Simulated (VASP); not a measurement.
# Ca (P6_3/mmc) in VASP: further runs

Ca is run at these levels: LDA, PBEsol, r2SCAN; tasks: single point.

Everything below comes from runs of VASP 6.6.1. Logs are shortened: lines on timing, memory, paths and dates and some standing lists are left out, and cuts for length are marked.

## (1) The cell of the first run

The structure is hexagonal, space group P6_3/mmc (No. 194). The conventional cell has a = 3.980 Å, b = 3.980 Å, c = 6.520 Å, α = 90.00°, β = 90.00°, γ = 120.00°. Ca (site symmetry -6m2) has 12 Ca at 3.98 to 3.99 Å within 5.2 Å.

## (2) Single point, LDA

INCAR reads:

```
ALGO = Normal
EDIFF = 1E-6
ENCUT = 520
GGA = CA
ISIF = 2
ISMEAR = -1
LASPH = True
LCHARG = False
LREAL = False
LWAVE = False
NBANDS = 17
NELM = 80
PREC = Accurate
SIGMA = 0.05
```

KPOINTS reads:

```
k-points
0
Gamma
  5 5 3
```

POSCAR reads:

```
Ca
1.0
    3.9800000000      0.0000000000      0.0000000000
   -1.9900000000      3.4467811071      0.0000000000
    0.0000000000      0.0000000000      6.5200000000
Ca
2
Direct
    0.6666666667      0.3333333333      0.7500000000
    0.3333333333      0.6666666667      0.2500000000
```

Potentials or basis: VASP PAW LDA potentials, release 64 (Ca_sv).

The run is started by

```bash
$ cat potpaw_LDA.64/Ca_sv/POTCAR > POTCAR
$ mpirun -np 1 vasp_std > vasp.out
```

OUTCAR:

```text
EDIFF = 1E-6
   ENCUT = 520
   GGA = CA
   ISIF = 2
   ISMEAR = -1
   LASPH = True
   LREAL = False
   NELM = 80
   PREC = Accurate

 ion  position               nearest neighbor table
   1  0.667  0.333  0.750-
   2  0.333  0.667  0.250-

  LATTYP: Found a hexagonal cell.
 ALAT       =     3.9800000000
 C/A-ratio  =     1.6381909548

  Lattice vectors:

 A1 = (   3.9800000000,   0.0000000000,   0.0000000000)
 A2 = (  -1.9900000000,   3.4467811071,   0.0000000000)
 A3 = (   0.0000000000,   0.0000000000,   6.5200000000)

Analysis of symmetry for initial positions (statically):
=====================================================================
 Subroutine PRICEL returns:
 Original cell was already a primitive cell.

 Routine SETGRP: Setting up the symmetry group for a
 hexagonal supercell.

 Subroutine GETGRP returns: Found 24 space group operations
 (whereof 12 operations were pure point group operations)
 out of a pool of 24 trial point group operations.

The static configuration has the point symmetry D_3d.
 The point group associated with its full space group is D_6h.

Analysis of symmetry for dynamics (positions and initial velocities):
=====================================================================
 Subroutine PRICEL returns:
 Original cell was already a primitive cell.

 Routine SETGRP: Setting up the symmetry group for a
 hexagonal supercell.

 Subroutine GETGRP returns: Found 24 space group operations
 (whereof 12 operations were pure point group operations)
 out of a pool of 24 trial point group operations.

The dynamic configuration has the point symmetry D_3d.
 The point group associated with its full space group is D_6h.

 Subroutine INISYM returns: Found 24 space group operations
 (whereof 12 operations are pure point group operations),
 and found     1 'primitive' translations

----------------------------------------------------------------------------------------

                                     Primitive cell

  volume of cell :      89.4426

  direct lattice vectors                    reciprocal lattice vectors
     3.980000000  0.000000000  0.000000000     0.251256281  0.145062882  0.000000000
    -1.990000000  3.446781107  0.000000000     0.000000000  0.290125763  0.000000000
     0.000000000  0.000000000  6.520000000     0.000000000  0.000000000  0.153374233

  length of vectors
     3.980000000  3.980000000  6.520000000     0.290125763  0.290125763  0.153374233

  position of ions in fractional coordinates (direct lattice)
     0.666666667  0.333333333  0.750000000
     0.333333333  0.666666667  0.250000000

  ion indices of the primitive-cell ions
   primitive index   ion index
                 1           1
                 2           2

----------------------------------------------------------------------------------------

 KPOINTS: k-points

Automatic generation of k-mesh.
 Grid dimensions read from file:
 generate k-points for:    5    5    3

 Generating k-lattice:

  Cartesian coordinates                     Fractional coordinates (reciprocal lattice)
     0.050251256  0.029012576  0.000000000     0.200000000  0.000000000  0.000000000
     0.000000000  0.058025153  0.000000000     0.000000000  0.200000000  0.000000000
     0.000000000  0.000000000  0.051124744     0.000000000  0.000000000  0.333333333

  Length of vectors
     0.058025153  0.058025153  0.051124744

  Shift w.r.t. Gamma in fractional coordinates (k-lattice)
     0.000000000  0.000000000  0.000000000

 Subroutine IBZKPT returns following result:
 ===========================================

 Found     10 irreducible k-points:

 Following reciprocal coordinates:
            Coordinates               Weight
  0.000000  0.000000  0.000000      1.000000
  0.200000  0.000000  0.000000      6.000000
  0.400000 -0.000000  0.000000      6.000000
  0.200000  0.200000  0.000000      6.000000
  0.400000  0.200000  0.000000      6.000000
  0.000000  0.000000  0.333333      2.000000
  0.200000  0.000000  0.333333     12.000000
  0.400000 -0.000000  0.333333     12.000000
  0.200000  0.200000  0.333333     12.000000
  0.400000  0.200000  0.333333     12.000000
   k-points           NKPTS =     10   k-points in BZ     NKDIM =     10   number of bands    NBANDS=     17
   number of dos      NEDOS =    301   number of ions     NIONS =      2
   total plane-waves  NPLWV =  43200
   dimension x,y,z NGX =    30 NGY =   30 NGZ =   48
   dimension x,y,z NGXF=    60 NGYF=   60 NGZF=   96
   ions per type =               2
   NGX,Y,Z   is equivalent  to a cutoff of  12.53, 12.53, 12.24 a.u.
   NGXF,Y,Z  is equivalent  to a cutoff of  25.06, 25.06, 24.48 a.u.
 SYSTEM =  unknown system
   PREC   = accura    normal or accurate (medium, high low for compatibility)
   ISTART =      0    job   : 0-new  1-cont  2-samecut
   ICHARG =      2    charge: 1-file 2-atom 10-const
   ISPIN  =      1    spin polarized calculation?
   LNONCOLLINEAR =      F non collinear calculations
[... 55 lines left out ...]
 cond. band min:       1.6783938626   @ k =   0.2000   0.2000   0.0000
 fundamental gap:      0.0693278568
 Fermi energy:         1.6114860566

 k-point     1 :       0.0000    0.0000    0.0000
  band No.  band energies     occupation
      1     -40.1484      2.00000
      2     -40.1375      2.00000
      3     -21.4742      2.00000
      4     -21.3806      2.00000
      5     -21.3806      2.00000
      6     -21.3646      2.00000
[... 9 lines left out ...]
     16       3.9609      0.00000
     17       4.3277      0.00000

 k-point     2 :       0.2000    0.0000    0.0000
  band No.  band energies     occupation
      1     -40.1449      2.00000
      2     -40.1359      2.00000
      3     -21.4603      2.00000
      4     -21.4113      2.00000
      5     -21.3959      2.00000
      6     -21.3902      2.00000
[... 9 lines left out ...]
     16       4.0906      0.00000
     17       4.1091      0.00000

 k-point     3 :       0.4000   -0.0000    0.0000
  band No.  band energies     occupation
      1     -40.1386      2.00000
      2     -40.1338      2.00000
      3     -21.4617      2.00000
      4     -21.4448      2.00000
      5     -21.4311      2.00000
      6     -21.4049      2.00000
[... 9 lines left out ...]
     16       4.8927      0.00000
     17       5.1240      0.00000

 k-point     4 :       0.2000    0.2000    0.0000
  band No.  band energies     occupation
      1     -40.1399      2.00000
      2     -40.1341      2.00000
      3     -21.4382      2.00000
      4     -21.4380      2.00000
      5     -21.4374      2.00000
      6     -21.4038      2.00000
[... 9 lines left out ...]
     16       4.4205      0.00000
     17       4.7898      0.00000

 k-point     5 :       0.4000    0.2000    0.0000
  band No.  band energies     occupation
      1     -40.1360      2.00000
      2     -40.1338      2.00000
      3     -21.4605      2.00000
      4     -21.4435      2.00000
      5     -21.4240      2.00000
      6     -21.4156      2.00000
[... 9 lines left out ...]
     16       4.9310      0.00000
     17       5.1804      0.00000

 k-point     6 :       0.0000    0.0000    0.3333
  band No.  band energies     occupation
      1     -40.1457      2.00000
      2     -40.1402      2.00000
      3     -21.4458      2.00000
      4     -21.3884      2.00000
      5     -21.3767      2.00000
      6     -21.3766      2.00000
[... 9 lines left out ...]
     16       3.7779      0.00000
     17       4.6828      0.00000

 k-point     7 :       0.2000    0.0000    0.3333
  band No.  band energies     occupation
      1     -40.1426      2.00000
      2     -40.1381      2.00000
      3     -21.4438      2.00000
      4     -21.4119      2.00000
      5     -21.3999      2.00000
      6     -21.3852      2.00000
[... 9 lines left out ...]
     16       4.0693      0.00000
     17       4.6177      0.00000

 k-point     8 :       0.4000   -0.0000    0.3333
  band No.  band energies     occupation
      1     -40.1374      2.00000
      2     -40.1350      2.00000
      3     -21.4699      2.00000
      4     -21.4593      2.00000
      5     -21.4058      2.00000
      6     -21.3986      2.00000
[... 9 lines left out ...]
     16       4.6033      0.00000
     17       4.9759      0.00000

 k-point     9 :       0.2000    0.2000    0.3333
  band No.  band energies     occupation
      1     -40.1385      2.00000
      2     -40.1356      2.00000
      3     -21.4539      2.00000
      4     -21.4453      2.00000
      5     -21.4073      2.00000
      6     -21.4063      2.00000
[... 9 lines left out ...]
     16       4.3516      0.00000
     17       4.8450      0.00000

 k-point    10 :       0.4000    0.2000    0.3333
  band No.  band energies     occupation
      1     -40.1355      2.00000
      2     -40.1344      2.00000
      3     -21.4659      2.00000
      4     -21.4581      2.00000
      5     -21.4257      2.00000
      6     -21.4118      2.00000
[... 9 lines left out ...]
     16       4.5037      0.00000
     17       5.0524      0.00000

------------------------ aborting loop because EDIFF is reached ----------------------------------------

  FORCE on cell =-STRESS in cart. coord.  units (eV):
  Direction    XX          YY          ZZ          XY          YZ          ZX
  --------------------------------------------------------------------------------------
  -------------------------------------------------------------------------------------
  Total       -1.2865506     -1.2865506     -1.2483295      0.0000000      0.0000000      0.0000000
  in kB      -23.0458678    -23.0458678    -22.3612168      0.0000000      0.0000000      0.0000000
  external PRESSURE =     -22.8176508 kB  Pullay stress =       0.0000000 kB

 VOLUME and BASIS-vectors are now :
 -----------------------------------------------------------------------------
  energy-cutoff  :      520.00
  volume of cell :       89.44
      direct lattice vectors                 reciprocal lattice vectors
     3.980000000  0.000000000  0.000000000     0.251256281  0.145062882  0.000000000
    -1.990000000  3.446781107  0.000000000     0.000000000  0.290125763  0.000000000
     0.000000000  0.000000000  6.520000000     0.000000000  0.000000000  0.153374233

 POSITION                                       TOTAL-FORCE (eV/Angst)
 -----------------------------------------------------------------------------------
      1.99000      1.14893      4.89000        -0.000000      0.000000      0.000000
     -0.00000      2.29785      1.63000         0.000000      0.000000      0.000000
 -----------------------------------------------------------------------------------
    total drift:                                0.000000     -0.000000      0.000000

  FREE ENERGIE OF THE ION-ELECTRON SYSTEM (eV)
  ---------------------------------------------------
  free  energy   TOTEN  =        -4.3170876233 eV

  energy  without entropy=       -4.2989816591  energy(sigma->0) =       -4.30803464
```

It took 16 s on 1 thread of Intel Xeon Platinum 8488C (Sapphire Rapids), shared host; peak memory 0.16 GiB.

What came out:

| Property | Result |
| --- | --- |
| Free energy | -4.3171 eV |
| Pressure | -2.3 GPa |
| Band gap on the k mesh | zero (band 10 reaches 1.68 eV, above the bottom of band 11 at 1.41 eV) |

Caveat: the k points lie up to 0.36 Å⁻¹ apart.

## (3) Single point, PBEsol

INCAR reads:

```
ALGO     = Normal         # electronic algorithm
EDIFF    = 1E-6           # SCF threshold, eV
ENCUT    = 520            # plane-wave cutoff, eV
GGA      = PS             # functional
ISIF     = 2              # what is computed and relaxed
ISMEAR   = -1             # smearing method
LASPH    = T              # aspherical terms in the spheres
LCHARG   = F              # write CHGCAR
LREAL    = F              # projectors in reciprocal space
LWAVE    = F              # write WAVECAR
NBANDS   = 17             # bands
NELM     = 80             # most SCF steps
PREC     = Accurate       # precision mode
SIGMA    = 0.05           # smearing width, eV
```

KPOINTS is that of step 2.

POSCAR is that of step 2.

Potentials or basis: VASP PAW PBE potentials, release 64 (Ca_sv).

The run is started by

```bash
$ cat potpaw_PBE.64/Ca_sv/POTCAR > POTCAR
$ mpirun -np 1 vasp_std > vasp.out
```

Wall time 18 s (1 thread of Intel Xeon Platinum 8488C (Sapphire Rapids), shared host); peak memory 0.18 GiB.

Results (log left out):

| Property | Result |
| --- | --- |
| Free energy | -4.2445 eV |
| Pressure | -1.4 GPa |
| Band gap on the k mesh | zero (band 10 reaches 1.79 eV, above the bottom of band 11 at 1.46 eV) |

Levels at points of the mesh, in eV from the Fermi level:
```
           k point  band 6  band 7  band 8  band 9  band 10  band 11  band 12  band 13  band 14  band 15
(0.00, 0.00, 0.00)  -23.04  -23.04  -23.03   -3.99    -1.05    -0.26     2.16     2.18     2.18     2.47
```

Caveat: the k points lie up to 0.36 Å⁻¹ apart; the PAW data sets were made with another functional, which shifts forces and pressure a little.

## (4) Single point, r2SCAN

POSCAR is that of step 3.

INCAR.step1 reads:

```
SYSTEM = Ca
PREC     = Accurate       ! precision mode
ENCUT    = 520            ! plane-wave cutoff, eV
ISMEAR   = -1             ! smearing method
SIGMA    = 0.05           ! smearing width, eV
LREAL    = .FALSE.        ! projectors in reciprocal space
LASPH    = .TRUE.         ! aspherical terms in the spheres
NELM     = 100            ! most SCF steps
NBANDS   = 17             ! bands
GGA      = PE             ! functional
ALGO     = Normal         ! electronic algorithm
EDIFF    = 1E-4           ! SCF threshold, eV
LWAVE    = .TRUE.         ! write WAVECAR
LCHARG   = .FALSE.        ! write CHGCAR
```

INCAR.step2 reads:

```
SYSTEM = Ca
PREC     = Accurate       ! precision mode
ENCUT    = 520            ! plane-wave cutoff, eV
EDIFF    = 1E-6           ! SCF threshold, eV
ISMEAR   = -1             ! smearing method
SIGMA    = 0.05           ! smearing width, eV
LREAL    = .FALSE.        ! projectors in reciprocal space
LASPH    = .TRUE.         ! aspherical terms in the spheres
NELM     = 100            ! most SCF steps
ALGO     = Normal         ! electronic algorithm
ISIF     = 2              ! what is computed and relaxed
LWAVE    = .FALSE.        ! write WAVECAR
LCHARG   = .FALSE.        ! write CHGCAR
METAGGA  = R2SCAN         ! meta-GGA
LMIXTAU  = .TRUE.       
NBANDS   = 17             ! bands
ISTART   = 1
```

KPOINTS reads:

```
regular mesh
0
G
  5 5 3
  0 0 0
```

The run is started by

```bash
$ cat potpaw_PBE.64/Ca_sv/POTCAR > POTCAR
$ cp INCAR.step1 INCAR
$ mpirun -np 1 vasp_std > vasp.out
$ cp INCAR.step2 INCAR
$ mpirun -np 1 vasp_std > vasp.out
```

It took 59 s on 1 thread of Intel Xeon Platinum 8488C (Sapphire Rapids), shared host; peak memory 0.2 GiB.

The run converged. Its results:

```yaml
Free_energy: -14.0706 eV
Pressure: -0.4 GPa
Band_gap_on_the_k_mesh: zero (band 10 reaches 1.90 eV, above the bottom of band 11 at 1.43 eV)
```

Levels at points of the mesh, in eV from the Fermi level:
```tsv
k point	band 6	band 7	band 8	band 9	band 10	band 11	band 12	band 13	band 14	band 15
(0.00, 0.00, 0.00)	-24.02	-24.02	-24.02	-4.26	-1.02	-0.42	2.51	2.53	2.53	2.84
```

Caveat: the k points lie up to 0.36 Å⁻¹ apart; the PAW data sets were made with another functional, which shifts forces and pressure a little.

## (5) Single point, LDA

INCAR reads:

```
SYSTEM = Ca
PREC = Accurate
ENCUT = 520
EDIFF = 1E-7
ISMEAR = -1
SIGMA = 0.05
LREAL = .False.
LASPH = .True.
NELM = 80
ALGO = Fast
ISIF = 2
LWAVE = .False.
LCHARG = .False.
NBANDS = 17
```

KPOINTS reads:

```
Automatic mesh
0
Gamma
  8 8 4
  0 0 0
```

POSCAR is that of step 4.

Potentials or basis: VASP PAW LDA potentials, release 64 (Ca_sv).

The run is started by

```bash
$ cat potpaw_LDA.64/Ca_sv/POTCAR > POTCAR
$ mpirun -np 1 vasp_std > vasp.out
```

Run time: 78 s. Hardware: 1 thread of Intel Xeon Platinum 8488C (Sapphire Rapids), shared host; peak memory 0.18 GiB.

It converged, with:

```
Free energy            : -4.3115 eV
Pressure               : -2.3 GPa
Band gap on the k mesh : zero (band 10 reaches 1.85 eV, above the bottom of band 11 at 1.41 eV)
```

Stress tensor (GPa, compression positive):
```
-2.42  0.00  0.00
 0.00 -2.42  0.00
 0.00  0.00 -2.18
```

Levels at points of the mesh, in eV from the Fermi level:
| k point | band 8 | band 9 | band 10 | band 11 | band 12 | band 13 |
| --- | --- | --- | --- | --- | --- | --- |
| (0.00, 0.00, 0.00) | -22.94 | -3.95 | -1.07 | -0.18 | 2.07 | 2.09 |
| (0.50, 0.00, 0.00) | -22.97 | -1.14 | -0.67 | 0.22 | 0.34 | 1.27 |
| (0.00, 0.00, 0.50) | -22.96 | -2.98 | -2.98 | 1.28 | 1.28 | 2.08 |
| (0.50, 0.00, 0.50) | -22.98 | -0.70 | -0.70 | 0.09 | 0.09 | 1.34 |

## (6) Single point, PBEsol

INCAR reads:

```
PREC = Accurate
ENCUT = 520
EDIFF = 1E-6
ISMEAR = -1
SIGMA = 0.05
LREAL = False
LASPH = True
NELM = 100
ALGO = Fast
ISIF = 2
LWAVE = False
LCHARG = False
GGA = PS
NBANDS = 17
```

KPOINTS reads:

```
Automatic mesh
0
Gamma
  8 8 4
```

POSCAR is that of step 5.

Potentials or basis: VASP PAW PBE potentials, release 64 (Ca_sv).

The run is started by

```bash
$ cat potpaw_PBE.64/Ca_sv/POTCAR > POTCAR
$ mpirun -np 1 vasp_std > vasp.out
```

Run time: 64 s. Hardware: 1 thread of Intel Xeon Platinum 8488C (Sapphire Rapids), shared host; peak memory 0.21 GiB.

Results (log left out):

* Free energy: -4.2372 eV
* Pressure: -1.4 GPa
* Band gap on the k mesh: zero (band 10 reaches 1.98 eV, above the bottom of band 11 at 1.46 eV)

Stress tensor (GPa, compression positive):
```
-1.51  0.00  0.00
 0.00 -1.51  0.00
 0.00  0.00 -1.26
```

Levels at points of the mesh, in eV from the Fermi level:
```tsv
k point	band 8	band 9	band 10	band 11	band 12	band 13
(0.00, 0.00, 0.00)	-23.00	-3.96	-1.03	-0.24	2.19	2.21
(0.50, 0.00, 0.00)	-23.02	-1.12	-0.70	0.25	0.39	1.32
(0.00, 0.00, 0.50)	-23.01	-2.99	-2.99	1.35	1.35	2.20
(0.50, 0.00, 0.50)	-23.03	-0.66	-0.66	0.06	0.06	1.42
```

Caveat: the PAW data sets were made with another functional, which shifts forces and pressure a little.

## (7) Overview

| level | potentials or basis | k mesh | gap on the mesh (eV) | pressure (GPa) |
| --- | --- | --- | --- | --- |
| LDA | VASP PAW LDA potentials, release 64 (Ca_sv) | 5 × 5 × 3 | none | -2.3 |
| PBEsol | VASP PAW PBE potentials, release 64 (Ca_sv) | 5 × 5 × 3 | none | -1.4 |
| r2SCAN | VASP PAW PBE potentials, release 64 (Ca_sv) | 5 × 5 × 3 | none | -0.4 |
| LDA | VASP PAW LDA potentials, release 64 (Ca_sv) | 8 × 8 × 4 | none | -2.3 |
| PBEsol | VASP PAW PBE potentials, release 64 (Ca_sv) | 8 × 8 × 4 | none | -1.4 |

Alike in all rows: task single point; no spin polarisation; cell as given; cutoff (eV) 520; smearing fermi-dirac 0.05 eV.

Caveats: some runs use coarse meshes; the PAW data sets were made with another functional, which shifts forces and pressure a little (some runs).

Absolute energies hang on the potentials; compare differences alone.
